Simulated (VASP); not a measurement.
# Ca2C (Fm-3m) in VASP: notebook

Runs on Ca2C. Level: PBE. Tasks: G0W0 quasiparticle levels.

Everything below comes from runs of VASP 6.6.1. Logs are shortened: lines on timing, memory, paths and dates and some standing lists are left out, and cuts for length are marked.

## 1. The cell of the first run

It takes space group Fm-3m (No. 225, cubic). The conventional cell has a = 6.257 Å, b = 6.257 Å, c = 6.257 Å, α = 90.00°, β = 90.00°, γ = 90.00°. C (site symmetry m-3m) has 8 Ca at 2.71 Å within 3.6 Å. Within 3.6 Å of Ca (site symmetry -43m) lie 4 C at 2.71 Å and 6 Ca at 3.13 Å.

## 2. G0W0 quasiparticle levels, PBE

Contents of POSCAR:

```
Ca2C
1.0
    0.0000000000      3.1285803966      3.1285803966
    3.1285803966      0.0000000000      3.1285803966
    3.1285803966      3.1285803966      0.0000000000
C Ca
1 2
Direct
    0.0000000000      0.0000000000      0.0000000000
    0.2500000000      0.2500000000      0.2500000000
    0.7500000000      0.7500000000      0.7500000000
```

Contents of INCAR.step1:

```
SYSTEM = Ca2C
PREC = Accurate
ENCUT = 500
EDIFF = 1E-8
ISMEAR = 0
SIGMA = 0.01
LREAL = .False.
LASPH = .True.
NELM = 80
ALGO = Normal
LWAVE = .True.
LCHARG = .False.
GGA = PE
```

Contents of INCAR.step2:

```
SYSTEM = Ca2C
PREC = Accurate
ENCUT = 500
EDIFF = 1E-8
ISMEAR = 0
SIGMA = 0.01
LREAL = .False.
LASPH = .True.
NELM = 1
ALGO = Exact
LWAVE = .True.
LCHARG = .False.
GGA = PE
NBANDS = 111
LOPTICS = .True.
ISTART = 1
```

Contents of INCAR.step3:

```
SYSTEM = Ca2C
PREC = Accurate
ENCUT = 500
EDIFF = 1E-8
ISMEAR = 0
SIGMA = 0.01
LREAL = .False.
LASPH = .True.
ALGO = EVGW0
LWAVE = .False.
LCHARG = .False.
GGA = PE
NELMGW = 1
NBANDS = 111
ENCUTGW = 80.0
NOMEGA = 96
PRECFOCK = Fast
ISTART = 1
NBANDSGW = 20
OMEGAMAX = 30
```

Contents of KPOINTS:

```
regular mesh
0
Gamma
  4 4 4
  0 0 0
```

Potentials or basis: VASP PAW PBE potentials, release 64 (C_GW, Ca_sv_GW).

The run is started by

```console
$ cat potpaw_PBE.64/C_GW/POTCAR potpaw_PBE.64/Ca_sv_GW/POTCAR > POTCAR
$ cp INCAR.step1 INCAR
$ mpirun -np 1 vasp_std > vasp.out
$ cp INCAR.step2 INCAR
$ mpirun -np 1 vasp_std > vasp.out
$ cp INCAR.step3 INCAR
$ mpirun -np 1 vasp_std > vasp.out
```

OUTCAR:

```text
SYSTEM = Ca2C
   PREC = Accurate
   ENCUT = 500
   EDIFF = 1E-8
   ISMEAR = 0
   LREAL = .False.
   LASPH = .True.
   GGA = PE
   NELMGW = 1
   ENCUTGW = 80.0
   PRECFOCK = Fast
   ISTART = 1

 ion  position               nearest neighbor table
   1  0.000  0.000  0.000-   3 2.71   3 2.71   3 2.71   2 2.71   3 2.71   2 2.71   2 2.71   2 2.71

   2  0.250  0.250  0.250-   1 2.71   1 2.71   1 2.71   1 2.71   3 3.13   3 3.13   3 3.13   3 3.13
                             3 3.13   3 3.13
   3  0.750  0.750  0.750-   1 2.71   1 2.71   1 2.71   1 2.71   2 3.13   2 3.13   2 3.13   2 3.13
                             2 3.13   2 3.13

  LATTYP: Found a face centered cubic cell.
 ALAT       =     6.2571607932

  Lattice vectors:

 A1 = (   0.0000000000,   3.1285803966,   3.1285803966)
 A2 = (   3.1285803966,   0.0000000000,   3.1285803966)
 A3 = (   3.1285803966,   3.1285803966,   0.0000000000)

Analysis of symmetry for initial positions (statically):
=====================================================================
 Subroutine PRICEL returns:
 Original cell was already a primitive cell.

 Routine SETGRP: Setting up the symmetry group for a
 face centered cubic supercell.

 Subroutine GETGRP returns: Found 48 space group operations
 (whereof 48 operations were pure point group operations)
 out of a pool of 48 trial point group operations.

The static configuration has the point symmetry O_h .

Analysis of symmetry for dynamics (positions and initial velocities):
=====================================================================
 Subroutine PRICEL returns:
 Original cell was already a primitive cell.

 Routine SETGRP: Setting up the symmetry group for a
 face centered cubic supercell.

 Subroutine GETGRP returns: Found 48 space group operations
 (whereof 48 operations were pure point group operations)
 out of a pool of 48 trial point group operations.

The dynamic configuration has the point symmetry O_h .

 Subroutine INISYM returns: Found 48 space group operations
 (whereof 48 operations are pure point group operations),
 and found     1 'primitive' translations

----------------------------------------------------------------------------------------

                                     Primitive cell

  volume of cell :      61.2452

  direct lattice vectors                    reciprocal lattice vectors
     0.000000000  3.128580397  3.128580397    -0.159816893  0.159816893  0.159816893
     3.128580397  0.000000000  3.128580397     0.159816893 -0.159816893  0.159816893
     3.128580397  3.128580397  0.000000000     0.159816893  0.159816893 -0.159816893

  length of vectors
     4.424480828  4.424480828  4.424480828     0.276810979  0.276810979  0.276810979

  position of ions in fractional coordinates (direct lattice)
     0.000000000  0.000000000  0.000000000
     0.250000000  0.250000000  0.250000000
     0.750000000  0.750000000  0.750000000

  ion indices of the primitive-cell ions
   primitive index   ion index
                 1           1
                 2           2
                 3           3

----------------------------------------------------------------------------------------

 KPOINTS: regular mesh

Automatic generation of k-mesh.
 Grid dimensions read from file:
 generate k-points for:    4    4    4

 Generating k-lattice:

  Cartesian coordinates                     Fractional coordinates (reciprocal lattice)
    -0.039954223  0.039954223  0.039954223     0.250000000  0.000000000  0.000000000
     0.039954223 -0.039954223  0.039954223     0.000000000  0.250000000  0.000000000
     0.039954223  0.039954223 -0.039954223     0.000000000  0.000000000  0.250000000

  Length of vectors
     0.069202745  0.069202745  0.069202745

  Shift w.r.t. Gamma in fractional coordinates (k-lattice)
     0.000000000  0.000000000  0.000000000

 Subroutine IBZKPT returns following result:
 ===========================================

 Found      8 irreducible k-points:

 Following reciprocal coordinates:
            Coordinates               Weight
  0.000000  0.000000  0.000000      1.000000
  0.250000  0.000000  0.000000      8.000000
  0.500000  0.000000  0.000000      4.000000
  0.250000  0.250000  0.000000      6.000000
  0.500000  0.250000  0.000000     24.000000
 -0.250000  0.250000  0.000000     12.000000
  0.500000  0.500000  0.000000      3.000000
 -0.250000  0.500000  0.250000      6.000000
   k-points           NKPTS =      8   k-points in BZ     NKDIM =     64   number of bands    NBANDS=    111
   number of dos      NEDOS =    301   number of ions     NIONS =      3
   total plane-waves  NPLWV =  32768
   dimension x,y,z NGX =    32 NGY =   32 NGZ =   32
   dimension x,y,z NGXF=    64 NGYF=   64 NGZF=   64
   ions per type =               1   2
   NGX,Y,Z   is equivalent  to a cutoff of  12.02, 12.02, 12.02 a.u.
   NGXF,Y,Z  is equivalent  to a cutoff of  24.05, 24.05, 24.05 a.u.
 SYSTEM =  Ca2C
   PREC   = accura    normal or accurate (medium, high low for compatibility)
   ISTART =      1    job   : 0-new  1-cont  2-samecut
   ICHARG =      0    charge: 1-file 2-atom 10-const
   ISPIN  =      1    spin polarized calculation?
   LNONCOLLINEAR =      F non collinear calculations
   LSORBIT =      F    spin-orbit coupling
   LASPH  =      T    aspherical Exc in radial PAW
   ENCUT  =  500.0 eV  36.75 Ry    6.06 a.u.   8.07  8.07  8.07*2*pi/ulx,y,z
   NELM   =     60;   NELMIN=  2; NELMDL=  0     # of ELM steps
   EDIFF  = 0.1E-07   stopping-criterion for ELM
   LREAL  =      F    real-space projection
   EDIFFG = 0.1E-06   stopping-criterion for IOM
   NSW    =      0    number of steps for IOM
   IBRION =     -1    ionic relax: 0-MD 1-quasi-New 2-CG
   NFREE  =      0    steps in history (QN), initial steepest desc. (CG)
   ISIF   =      0    stress and relaxation
   ISYM   =      3    0-nonsym 1-usesym 2-fastsym
   POTIM  = 0.5000    time-step for ionic-motion
   TEBEG  =    0.0;   TEEND  =   0.0 temperature during run
   PSTRESS=    0.0 pullay stress
   NELECT =      24.0000    total number of electrons
   NUPDOWN=      -1.0000    fix difference up-down
   EMIN   =  10.00;   EMAX   =-10.00  energy-range for DOS
   EFERMI =   0.00;   METHOD = LEGACY
   ISMEAR =     0;   SIGMA  =   0.01  broadening in eV -4-tet -1-fermi 0-gaus
   EFERMI_NEDOS =   21; number of points for ismear=-14 and -15
   IALGO  =     38    algorithm
   IMIX   =      4    mixing-type and parameters
     AMIX     =   0.40;   BMIX     =  1.00
     AMIX_MAG =   1.60;   BMIX_MAG =  1.00
  volume/ion in A,a.u.               =      20.42       137.77
  Fermi-wavevector in a.u.,A,eV,Ry     =   1.197994  2.263880 19.526936  1.435189
  Thomas-Fermi vector in A             =   2.333894
   LORBIT       =      0    0 simple, 1 ext, 2 COOP (PROOUT), +10 PAW based schemes
   GGA     = PE    functional components
   LHFCALC =     T    Hartree Fock is set to
   PRECFOCK=fast      Normal, Fast or Accurate (Low or Medium for compatibility)
   ENCUT4O =  -1.0   cutoff for four orbital integrals eV
   NKREDX  =     1    reduce k-point grid by
   NKREDY  =     1    reduce k-point grid by
   NKREDZ  =     1    reduce k-point grid by
   AEXX    =    1.0000 exact exchange contribution
   HFSCREEN=    0.0000 screening length (either q_TF or 0.3 A-1)
   HFSCREENC=   0.0000 screening length for correlation (either q_TF or 0.3 A-1)
   ENCUTFOCK=  -1.0 apply spherical cutoff to Coloumb kernel
   IVDW    =     0    specifies the selected vdW correction
   LEPSILON=     F    determine dielectric tensor
   LRPA    =     F    only Hartree local field effects (RPA)
   LRPAFORCE           =     F    calculate RPA forces
   ENCUTGW             =  80.0    cutoff for response function in eV
   ENCUTGWSOFT         =  64.0    soft cutoff for Coulomb kernel in GW response function in eV
   ENCUTLF             =  -1.0    cutoff for local field effects
   NELMGW              =     1    number of iterations in solving QP/BSE equation
   NELMHF              =     1    number of iterations in the inner HF iteration
   NKREDLFX            =     1    NKREDLFY  =   1   NKREDLFZ  =   1
 non-spin polarized calculation
 Gauss-broadening in eV      SIGMA  =   0.01
  energy-cutoff  :      500.00
  volume of cell :       61.25
 maximum number of plane-waves:      1588
  NGX = 18; NGY = 18; NGZ = 18
   NGX = 17   NGY = 17   NGZ = 17
 maximum number of plane-waves:       113
 NGX is ok and might be reduce to    14

 QP shifts <psi_nk| G(iteration)W_0 |psi_nk>: iteration 1
 for sc-GW calculations column KS-energies equals QP-energies in previous step
 and V_xc(KS)=  KS-energies - (<T + V_ion + V_H > + <T+V_H+V_ion>^1  + <V_x>^1)

 k-point   1 :       0.0000    0.0000    0.0000
  band No.  KS-energies  QP-energies   sigma(KS)   V_xc(KS)     V^pw_x(r,r')   Z            occupation Imag(sigma)

      1     -34.9712     -36.1308     -22.8232     -20.6387     -34.3945       0.5308       2.0000       0.7874
      2     -34.7586     -35.9906     -23.1159     -20.8432     -34.5613       0.5421       2.0000       0.7891
      3     -16.1367     -17.1865     -21.3997     -19.6965     -27.6544       0.6164       2.0000       0.3698
      4     -16.1367     -17.1865     -21.3997     -19.6965     -27.6544       0.6164       2.0000       0.3698
      5     -16.1367     -17.1865     -21.3997     -19.6965     -27.6544       0.6164       2.0000       0.3698
      6     -15.7027     -16.8064     -21.9081     -20.1443     -28.0153       0.6258       2.0000       0.3356
[... 12 lines left out ...]
     19      11.9170      13.7856     -13.9948     -16.7374      -8.0544       0.6813       0.0000      -0.4391
     20      11.9170      13.7856     -13.9948     -16.7374      -8.0544       0.6813       0.0000      -0.4391

 k-point   2 :       0.2500    0.0000    0.0000
  band No.  KS-energies  QP-energies   sigma(KS)   V_xc(KS)     V^pw_x(r,r')   Z            occupation Imag(sigma)

      1     -34.9392     -36.1070     -22.8657     -20.6702     -34.4193       0.5319       2.0000       0.7897
      2     -34.7889     -36.0130     -23.0737     -20.8150     -34.5374       0.5419       2.0000       0.7902
      3     -16.1000     -17.1655     -21.4414     -19.7127     -27.6893       0.6163       2.0000       0.3812
      4     -16.0808     -17.1397     -21.4641     -19.7481     -27.7006       0.6171       2.0000       0.3667
      5     -16.0808     -17.1397     -21.4641     -19.7481     -27.7006       0.6171       2.0000       0.3667
      6     -15.8002     -16.8950     -21.7643     -20.0084     -27.9287       0.6235       2.0000       0.3794
[... 12 lines left out ...]
     19      11.2984      12.6729     -12.6256     -14.5895      -6.8023       0.6999       0.0000      -0.5027
     20      11.2984      12.6729     -12.6256     -14.5895      -6.8023       0.6999       0.0000      -0.5027

 k-point   3 :       0.5000    0.0000    0.0000
  band No.  KS-energies  QP-energies   sigma(KS)   V_xc(KS)     V^pw_x(r,r')   Z            occupation Imag(sigma)

      1     -34.8629     -36.0581     -22.9699     -20.7441     -34.4784       0.5370       2.0000       0.7915
      2     -34.8629     -36.0581     -22.9699     -20.7441     -34.4784       0.5370       2.0000       0.7915
      3     -15.9899     -17.0652     -21.5266     -19.7881     -27.7830       0.6185       2.0000       0.4391
      4     -15.9686     -17.0593     -21.5868     -19.8174     -27.7877       0.6164       2.0000       0.3702
      5     -15.9382     -17.0220     -21.6371     -19.8878     -27.8239       0.6195       2.0000       0.3613
      6     -15.9382     -17.0220     -21.6371     -19.8878     -27.8239       0.6195       2.0000       0.3613
[... 12 lines left out ...]
     19       9.9393      11.3724     -12.3811     -14.4093      -7.0713       0.7066       0.0000      -0.3019
     20       9.9393      11.3724     -12.3811     -14.4093      -7.0713       0.7066       0.0000      -0.3019
[... 73 lines left out ...]
 k-point   7 :       0.5000    0.5000    0.0000
  band No.  KS-energies  QP-energies   sigma(KS)   V_xc(KS)     V^pw_x(r,r')   Z            occupation Imag(sigma)

      1     -34.8970     -36.0764     -22.9194     -20.7129     -34.4525       0.5345       2.0000       0.7928
      2     -34.8262     -36.0362     -23.0209     -20.7807     -34.5077       0.5401       2.0000       0.7914
      3     -16.3548     -17.4004     -21.0742     -19.3712     -27.4600       0.6140       2.0000       0.5078
      4     -16.2349     -17.2956     -21.2859     -19.5576     -27.5808       0.6137       2.0000       0.4040
      5     -16.2349     -17.2956     -21.2859     -19.5576     -27.5808       0.6137       2.0000       0.4040
      6     -15.6421     -16.7505     -21.9847     -20.2199     -28.0804       0.6281       2.0000       0.3224
[... 12 lines left out ...]
     19      10.4294      12.0195     -12.8529     -15.1165      -7.5137       0.7024       0.0000      -0.2912
     20      11.1798      12.3278     -12.9573     -14.6203      -7.4016       0.6903       0.0000      -0.4736

 k-point   8 :      -0.2500    0.5000    0.2500
  band No.  KS-energies  QP-energies   sigma(KS)   V_xc(KS)     V^pw_x(r,r')   Z            occupation Imag(sigma)

      1     -34.8617     -36.0572     -22.9701     -20.7463     -34.4797       0.5376       2.0000       0.7923
      2     -34.8617     -36.0572     -22.9701     -20.7463     -34.4797       0.5376       2.0000       0.7923
      3     -16.3058     -17.3469     -21.1443     -19.4472     -27.5206       0.6134       2.0000       0.4918
      4     -16.2848     -17.3505     -21.2143     -19.4780     -27.5202       0.6138       2.0000       0.4193
      5     -15.9452     -17.0271     -21.6221     -19.8714     -27.8145       0.6179       2.0000       0.3623
      6     -15.9452     -17.0271     -21.6221     -19.8714     -27.8145       0.6179       2.0000       0.3623
[... 12 lines left out ...]
     19      11.1006      12.8149     -13.3482     -15.8030      -7.8737       0.6984       0.0000      -0.3278
     20      11.2608      12.9607     -13.3606     -15.8227      -7.5416       0.6904       0.0000      -0.3941
```

Run time: 5.1 min. Hardware: 1 thread of Intel Xeon Platinum 8259CL at 2.50GHz (Skylake/Cascade Lake), shared host; peak memory 0.73 GiB.

What came out:

- Quasiparticle gap: 0.59 eV
- Least direct quasiparticle gap: 0.59 eV
- Band gap of the starting levels on the mesh: 0.21 eV
- Least direct gap of the starting levels on the mesh: 0.21 eV

Caveat: the k points lie up to 0.43 Å⁻¹ apart; bands, screening cutoff and mesh are small and nothing is extrapolated, so the quasiparticle values aren't converged; the structure was generated, so it needn't be the stable form of Ca2C.

(Continued in part 2 of 2.)
